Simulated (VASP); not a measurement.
# BN (Cmcm) in VASP: notebook, part 2 of 3

VASP 6.6.1.

## 3. Relaxation of the atoms, LDA (normal strain along x -0.0367, normal strain along z -0.0367)

The input, INCAR:

```
ALGO = Normal ; EDIFF = 1E-6
EDIFFG = -0.01 ; ENCUT = 520
GGA = CA ; IBRION = 2
ISIF = 2 ; ISMEAR = 0
LASPH = T ; LCHARG = F
LREAL = F ; LWAVE = F
NELM = 60 ; NSW = 50
PREC = Accurate ; SIGMA = 0.05
```

The input, KPOINTS:

```
k-points
0
Gamma
  12 12 4
```

The input, POSCAR:

```
BN
1.0
    2.3970292072      0.0000000000      0.0000000000
   -1.1985146036      2.1549757989      0.0000000000
    0.0000000000      0.0000000000      6.2568950294
B N
2 2
Direct
    0.3333333333      0.6666666667      0.2500000000
    0.6666666667      0.3333333333      0.7500000000
    0.3333333333      0.6666666667      0.7500000000
    0.6666666667      0.3333333333      0.2500000000
```

Potentials or basis: VASP PAW LDA potentials, release 64 (B, N).

The run is started by

```bash
$ cat potpaw_LDA.64/B/POTCAR potpaw_LDA.64/N/POTCAR > POTCAR
$ mpirun -np 1 vasp_std > vasp.out
```

OUTCAR:

```text
EDIFF = 1E-6
   EDIFFG = -0.01
   ENCUT = 520
   GGA = CA
   IBRION = 2
   ISIF = 2
   ISMEAR = 0
   LASPH = T
   LREAL = F
   NELM = 60
   NSW = 50
   PREC = Accurate

 ion  position               nearest neighbor table
   1  0.333  0.667  0.250-   4 1.40   4 1.40   4 1.44
   2  0.667  0.333  0.750-   3 1.40   3 1.40   3 1.44
   3  0.333  0.667  0.750-   2 1.40   2 1.40   2 1.44
   4  0.667  0.333  0.250-   1 1.40   1 1.40   1 1.44

  LATTYP: Found a base centered orthorhombic cell.
 ALAT       =     2.3970292072
 B/A-ratio  =     1.7980388328
 C/A-ratio  =     2.6102706678

  Lattice vectors:

 A1 = (   1.1985146036,  -2.1549757989,   0.0000000000)
 A2 = (   1.1985146036,   2.1549757989,   0.0000000000)
 A3 = (   0.0000000000,   0.0000000000,   6.2568950294)

Analysis of symmetry for initial positions (statically):
=====================================================================
 Subroutine PRICEL returns:
 Original cell was already a primitive cell.

 Routine SETGRP: Setting up the symmetry group for a
 base centered orthorhombic supercell.

 Subroutine GETGRP returns: Found  8 space group operations
 (whereof  4 operations were pure point group operations)
 out of a pool of  8 trial point group operations.

The static configuration has the point symmetry C_2h.
 The point group associated with its full space group is D_2h.

Analysis of symmetry for dynamics (positions and initial velocities):
=====================================================================
 Subroutine PRICEL returns:
 Original cell was already a primitive cell.

 Routine SETGRP: Setting up the symmetry group for a
 base centered orthorhombic supercell.

 Subroutine GETGRP returns: Found  8 space group operations
 (whereof  4 operations were pure point group operations)
 out of a pool of  8 trial point group operations.

The dynamic configuration has the point symmetry C_2h.
 The point group associated with its full space group is D_2h.

 Subroutine INISYM returns: Found  8 space group operations
 (whereof  4 operations are pure point group operations),
 and found     1 'primitive' translations

[... 136 lines left out ...]
   NGX =  9   NGY =  9   NGZ = 23

--------------------------------------- Ionic step        1  -------------------------------------------

 number of electron      15.9999999 magnetization

 Free energy of the ion-electron system (eV)
  ---------------------------------------------------
  ext. energy  EPLUGINS =         0.00000000
  ---------------------------------------------------
  free energy    TOTEN  =       -38.41277273 eV

  energy without entropy =      -38.41277273  energy(sigma->0) =      -38.41277273

------------------------ aborting loop because EDIFF is reached ----------------------------------------

  FORCE on cell =-STRESS in cart. coord.  units (eV):
  Direction    XX          YY          ZZ          XY          YZ          ZX
  --------------------------------------------------------------------------------------
  -------------------------------------------------------------------------------------
  Total        8.5542198      1.8093199      0.2622812      0.0000000     -0.0000000      0.0000000
  in kB      424.0493426     89.6915125     13.0017880      0.0000000     -0.0000000      0.0000000
  external PRESSURE =     175.5808810 kB  Pullay stress =       0.0000000 kB
[... 63 lines left out ...]
--------------------------------------- Ionic step        3  -------------------------------------------

 number of electron      15.9999999 magnetization

 Free energy of the ion-electron system (eV)
  ---------------------------------------------------
  ext. energy  EPLUGINS =         0.00000000
  ---------------------------------------------------
  free energy    TOTEN  =       -38.42150852 eV

  energy without entropy =      -38.42150852  energy(sigma->0) =      -38.42150852

 E-fermi :   3.2905     XC(G=0): -11.0565

 val. band max:        3.0894142510   @ k =   0.4167   0.2500   0.0000
 cond. band min:       6.8509021279   @ k =   0.0000   0.5000   0.0000
 fundamental gap:      3.7614878769
 Fermi energy:         3.2904914780

 k-point     1 :       0.0000    0.0000    0.0000
  band No.  band energies     occupation
      1     -15.1161      2.00000
      2     -14.6415      2.00000
      3      -3.9996      2.00000
      4      -1.1513      2.00000
      5       1.4712      2.00000
      6       1.5343      2.00000
      7       2.0434      2.00000
      8       2.1004      2.00000
      9       8.3696      0.00000
     10      14.0786      0.00000
     11      14.6216      0.00000
     12      14.9459      0.00000
[... 331 lines left out ...]
 k-point    24 :       0.4167    0.1667    0.0000
  band No.  band energies     occupation
      1     -11.2239      2.00000
      2     -11.1378      2.00000
      3      -5.8370      2.00000
      4      -5.7307      2.00000
      5      -2.7897      2.00000
      6      -2.6768      2.00000
      7       1.8281      2.00000
      8       2.9518      2.00000
      9       7.5344      0.00000
     10       8.8017      0.00000
     11      14.6499      0.00000
     12      15.2460      0.00000

 [... further k-points ...]
[... 5 lines left out ...]
  --------------------------------------------------------------------------------------
  -------------------------------------------------------------------------------------
  Total        8.0162240      2.1583154      0.2611194      0.0000000      0.0000000      0.0000000
  in kB      397.3798417    106.9919012     12.9441958      0.0000000      0.0000000      0.0000000
  external PRESSURE =     172.4386462 kB  Pullay stress =       0.0000000 kB
[... 19 lines left out ...]
  FREE ENERGIE OF THE ION-ELECTRON SYSTEM (eV)
  ---------------------------------------------------
  free  energy   TOTEN  =       -38.4215085190 eV

  energy  without entropy=      -38.4215085190  energy(sigma->0) =      -38.42150852

 reached required accuracy - stopping structural energy minimisation
```

OSZICAR:

```text
N       E                     dE             d eps       ncg     rms          rms(c)
DAV:   1     0.582862042284E+02    0.58286E+02   -0.85956E+03  3104   0.125E+03
DAV:   2    -0.391674986225E+02   -0.97454E+02   -0.89588E+02  4400   0.259E+02
DAV:   3    -0.428790740081E+02   -0.37116E+01   -0.36863E+01  3932   0.521E+01
DAV:   4    -0.429084734927E+02   -0.29399E-01   -0.29381E-01  3844   0.521E+00
[... 23 lines left out ...]
DAV:   3    -0.384215209219E+02    0.64470E-02   -0.90640E-03  3696   0.111E+00    0.131E-01
DAV:   4    -0.384215231407E+02   -0.22188E-05   -0.30637E-03  3988   0.471E-01    0.518E-02
DAV:   5    -0.384215108014E+02    0.12339E-04   -0.64413E-05  3760   0.820E-02    0.139E-02
DAV:   6    -0.384215086804E+02    0.21210E-05   -0.62545E-06  3820   0.240E-02    0.458E-03
DAV:   7    -0.384215085190E+02    0.16140E-06   -0.66962E-07  2220   0.839E-03
   3 F= -.38421509E+02 E0= -.38421509E+02  d E =-.873579E-02
```

Wall time 47 s (1 thread of Intel Xeon Platinum 8488C (Sapphire Rapids), shared host); peak memory 0.15 GiB.

Results:

```yaml
Free_energy: -38.4215 eV
Energy_gained_by_relaxing: 2.2 meV/atom
Ionic_steps: 3
Pressure_after_relaxing: 17.2 GPa
Largest_force_after_relaxing: 0.005 eV/Å
Band_gap_on_the_k_mesh: 3.76 eV (least direct gap 4.38 eV)
```

Forces in eV/Å, atoms in the order of the input:
```
B    0.000 -0.005  0.000
B    0.000  0.005  0.000
N    0.000  0.004  0.000
N    0.000 -0.004  0.000
```

Step by step:
```
step  energy change (eV)  largest force (eV/Å)  pressure (GPa)
   1              0.0000                0.6493           17.56
   2              0.1121                2.5390           17.59
   3             -0.0087                0.0049           17.24
```

Final structure:
```
B N
1.0
     2.39703    0.00000    0.00000
    -1.19851    2.15498    0.00000
     0.00000    0.00000    6.25690
B N
2 2
Direct
  0.33489 0.66977 0.25000
  0.66511 0.33023 0.75000
  0.33491 0.66982 0.75000
  0.66509 0.33018 0.25000
```

Caveat: the cell differs from its parent crystal (normal strain along x -0.0367, normal strain along z -0.0367). A k mesh can miss the band edges.

## 4. Relaxation of the atoms, LDA (normal strain along x +0.0367, normal strain along z +0.0733)

The input, INCAR:

```
SYSTEM = BN
  PREC = Accurate
  ENCUT = 520
  EDIFF = 1E-6
  ISMEAR = 0
  SIGMA = 0.05
  LREAL = .FALSE.
  LASPH = .TRUE.
  NELM = 100
  ALGO = Normal
  ISIF = 2
  LWAVE = .FALSE.
  LCHARG = .FALSE.
  IBRION = 2
  NSW = 50
  EDIFFG = -0.01
```

The input, KPOINTS:

```
Automatic mesh
0
G
  12 12 4
  0 0 0
```

The input, POSCAR:

```
BN
1.0
    2.5796742231      0.0000000000      0.0000000000
   -1.2898371116      2.1549757989      0.0000000000
    0.0000000000      0.0000000000      6.9713748937
B N
2 2
Direct
    0.3333333333      0.6666666667      0.2500000000
    0.6666666667      0.3333333333      0.7500000000
    0.3333333333      0.6666666667      0.7500000000
    0.6666666667      0.3333333333      0.2500000000
```

The run is started by

```bash
$ cat potpaw_LDA.64/B/POTCAR potpaw_LDA.64/N/POTCAR > POTCAR
$ mpirun -np 1 vasp_std > vasp.out
```

Wall time 87 s (1 thread of Intel Xeon 8259CL, shared host); peak memory 0.17 GiB.

It converged, with:

```
Free energy               : -38.4501 eV
Energy gained by relaxing : 0.9 meV/atom
Ionic steps               : 3
Pressure after relaxing   : -11.7 GPa
Band gap on the k mesh    : 3.99 eV (least direct gap 4.43 eV)
```

Stress tensor (GPa, compression positive):
```
-27.84   0.00   0.00
  0.00  -5.80   0.00
  0.00   0.00  -1.41
```

The path:
| step | energy change (eV) | largest force (eV/Å) | pressure (GPa) |
| --- | --- | --- | --- |
| 1 | 0.0000 | 0.3849 | -11.51 |
| 2 | 0.0238 | 1.0003 | -11.83 |
| 3 | -0.0037 | 0.0019 | -11.68 |

Final structure:
```yaml
crystal:
  lattice:
    - [2.57967, 0.00000, 0.00000]
    - [-1.28984, 2.15498, 0.00000]
    - [0.00000, 0.00000, 6.97137]
  atoms:
    - { symbol: B, position: [0.33221, 0.66441, 0.25000] }
    - { symbol: B, position: [0.66779, 0.33559, 0.75000] }
    - { symbol: N, position: [0.33219, 0.66438, 0.75000] }
    - { symbol: N, position: [0.66781, 0.33562, 0.25000] }
```

Levels at points of the mesh, in eV from the valence-band top:
| k point | band 6 | band 7 | band 8 | band 9 | band 10 | band 11 |
| --- | --- | --- | --- | --- | --- | --- |
| (0.00, 0.00, 0.00) | -1.53 | -1.22 | -1.19 | 4.63 | 9.33 | 10.80 |
| (0.50, 0.00, 0.00) | -3.86 | -1.42 | -0.58 | 3.99 | 5.21 | 9.35 |
| (0.00, 0.50, 0.00) | -4.45 | -1.13 | -0.35 | 4.27 | 5.31 | 8.57 |
| (0.00, 0.00, 0.50) | -1.55 | -1.20 | -1.20 | 6.75 | 6.75 | 11.20 |
| (0.50, 0.00, 0.50) | -3.88 | -0.99 | -0.99 | 4.43 | 4.43 | 9.84 |
| (0.00, 0.50, 0.50) | -4.47 | -0.72 | -0.72 | 4.63 | 4.63 | 8.81 |

Caveat: the cell differs from its parent crystal (normal strain along x +0.0367, normal strain along z +0.0733).

## 5. Relaxation of the atoms, LDA (normal strain along x -0.0733, normal strain along z +0.0367)

The input, INCAR:

```
SYSTEM = BN
  ALGO = Normal
  EDIFF = 1E-7
  EDIFFG = -0.01
  ENCUT = 520
  GGA = CA
  IBRION = 2
  ISIF = 2
  ISMEAR = 0
  LASPH = .TRUE.
  LCHARG = .FALSE.
  LREAL = .FALSE.
  LWAVE = .FALSE.
  NELM = 100
  NSW = 50
  PREC = Accurate
  SIGMA = 0.05
```

The input, KPOINTS:

```
k-points
0
G
  12 12 4
  0 0 0
```

The input, POSCAR:

```
BN
1.0
    2.3059555345      0.0000000000      0.0000000000
   -1.1529777672      2.1549757989      0.0000000000
    0.0000000000      0.0000000000      6.7336479570
B N
2 2
Direct
    0.3333333333      0.6666666667      0.2500000000
    0.6666666667      0.3333333333      0.7500000000
    0.3333333333      0.6666666667      0.7500000000
    0.6666666667      0.3333333333      0.2500000000
```

Potentials or basis: VASP PAW LDA potentials, release 64 (B, N).

The run is started by

```bash
$ cat potpaw_LDA.64/B/POTCAR potpaw_LDA.64/N/POTCAR > POTCAR
$ mpirun -np 1 vasp_std > vasp.out
```

OUTCAR:

```text
SYSTEM = BN
   EDIFF = 1E-7
   EDIFFG = -0.01
   ENCUT = 520
   GGA = CA
   IBRION = 2
   ISIF = 2
   ISMEAR = 0
   LASPH = .TRUE.
   LREAL = .FALSE.
   NELM = 100
   NSW = 50
   PREC = Accurate

 ion  position               nearest neighbor table
   1  0.333  0.667  0.250-   4 1.36   4 1.36   4 1.44
   2  0.667  0.333  0.750-   3 1.36   3 1.36   3 1.44
   3  0.333  0.667  0.750-   2 1.36   2 1.36   2 1.44
   4  0.667  0.333  0.250-   1 1.36   1 1.36   1 1.44

  LATTYP: Found a base centered orthorhombic cell.
 ALAT       =     2.3059555345
 B/A-ratio  =     1.8690523444
 C/A-ratio  =     2.9201117959

  Lattice vectors:

 A1 = (   1.1529777672,  -2.1549757989,   0.0000000000)
 A2 = (   1.1529777673,   2.1549757989,   0.0000000000)
 A3 = (   0.0000000000,   0.0000000000,   6.7336479570)

Analysis of symmetry for initial positions (statically):
[... 462 lines left out ...]
 Fermi energy:         2.9493484128

 k-point     1 :       0.0000    0.0000    0.0000
  band No.  band energies     occupation
      1     -15.7482      2.00000
      2     -15.4776      2.00000
      3      -4.3247      2.00000
      4      -2.3427      2.00000
      5       0.8069      2.00000
      6       0.8382      2.00000
      7       2.1898      2.00000
      8       2.2129      2.00000
      9       7.3317      0.00000
     10      12.7263      0.00000
     11      14.1761      0.00000
     12      14.6156      0.00000
[... 331 lines left out ...]
 k-point    24 :       0.4167    0.1667    0.0000
  band No.  band energies     occupation
      1     -11.6274      2.00000
      2     -11.5850      2.00000
      3      -6.3670      2.00000
      4      -6.3138      2.00000
      5      -3.3892      2.00000
      6      -3.3397      2.00000
      7       1.7738      2.00000
      8       2.5161      2.00000
      9       7.4454      0.00000
     10       8.3272      0.00000
     11      14.4178      0.00000
     12      15.1477      0.00000

 [... further k-points ...]
[... 5 lines left out ...]
  --------------------------------------------------------------------------------------
  -------------------------------------------------------------------------------------
  Total       16.6080574      4.3913254     -0.2066223      0.0000000      0.0000000      0.0000000
  in kB      795.2170555    210.2628115     -9.8933647      0.0000000      0.0000000      0.0000000
  external PRESSURE =     331.8621675 kB  Pullay stress =       0.0000000 kB
[... 19 lines left out ...]
  FREE ENERGIE OF THE ION-ELECTRON SYSTEM (eV)
  ---------------------------------------------------
  free  energy   TOTEN  =       -37.9478479450 eV

  energy  without entropy=      -37.9478479450  energy(sigma->0) =      -37.94784795

 reached required accuracy - stopping structural energy minimisation
```

Wall time 2.1 min (1 thread of Oxide Virtual Turin-like, shared host); peak memory 0.13 GiB.

Results:

| Quantity | Value |
| --- | --- |
| Free energy | -37.9478 eV |
| Energy gained by relaxing | 12.0 meV/atom |
| Ionic steps | 8 |
| Pressure after relaxing | 33.2 GPa |
| Largest force after relaxing | 0.005 eV/Å |
| Band gap on the k mesh | 3.68 eV (least direct gap 4.73 eV) |

Forces on the atoms (eV/Å):
```
B    0.000 -0.005  0.000
B    0.000  0.005  0.000
N    0.000  0.003  0.000
N    0.000 -0.003  0.000
```

Step by step:
| step | energy change (eV) | largest force (eV/Å) | pressure (GPa) |
| --- | --- | --- | --- |
| 1 | 0.0000 | 1.6035 | 34.60 |
| 2 | 0.9130 | 8.1320 | 38.05 |
| 3 | -0.0480 | 0.0189 | 33.18 |
| 4 | -0.0480 | 0.0233 | 33.20 |
| 5 | -0.0480 | 0.0220 | 33.20 |
| 6 | -0.0480 | 0.0186 | 33.20 |
| 7 | -0.0480 | 0.0105 | 33.19 |
| 8 | -0.0480 | 0.0050 | 33.19 |

Final structure:
```
CELL_PARAMETERS angstrom
2.30596 0.00000 0.00000
-1.15298 2.15498 0.00000
0.00000 0.00000 6.73365
ATOMIC_POSITIONS crystal
B 0.33660 0.67321 0.25000
B 0.66340 0.32679 0.75000
N 0.33695 0.67391 0.75000
N 0.66305 0.32609 0.25000
```

Caveat: the cell differs from its parent crystal (normal strain along x -0.0733, normal strain along z +0.0367). A k mesh can miss the band edges.

(Part 2 of 3 ends here.)
